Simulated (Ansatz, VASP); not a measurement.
Two plane-wave programs on ZrB2

```
Zr B
1.0
     3.23856    0.00000    0.00000
    -1.61928    2.80467    0.00000
     0.00000    0.00000    3.39466
Zr B
1 2
Direct
  0.00000 0.00000 0.00000
  0.33333 0.66667 0.50000
  0.66667 0.33333 0.50000
```

Alike in both runs: task single point; functional LDA; k mesh 18 × 18 × 12; occupations gaussian, width 0.15 eV; no spin polarisation.

|  | VASP | Ansatz |
| --- | --- | --- |
| version | VASP 6.6.1 | Ansatz 0.2.0 |
| potentials or method | VASP PAW LDA potentials, release 64 (Zr_sv, B), cutoff 520 eV | scalar-relativistic, plane waves, PAW |
| valence electrons in the cell | 18 | 18 |

```tsv
	VASP	Ansatz	Ansatz less VASP
gap on the k mesh at the Fermi level (eV)	none	none	-
pressure (GPa)	-9.5	-10.0	-0.49
traceless stress, the component that is largest in VASP (GPa)	13.54	13.52	-0.021
```

LDA's correlation is that of Perdew and Zunger in VASP and of Perdew and Wang (1992) in Ansatz. A gap of «none» marks a metal or a gap that the smearing closes.
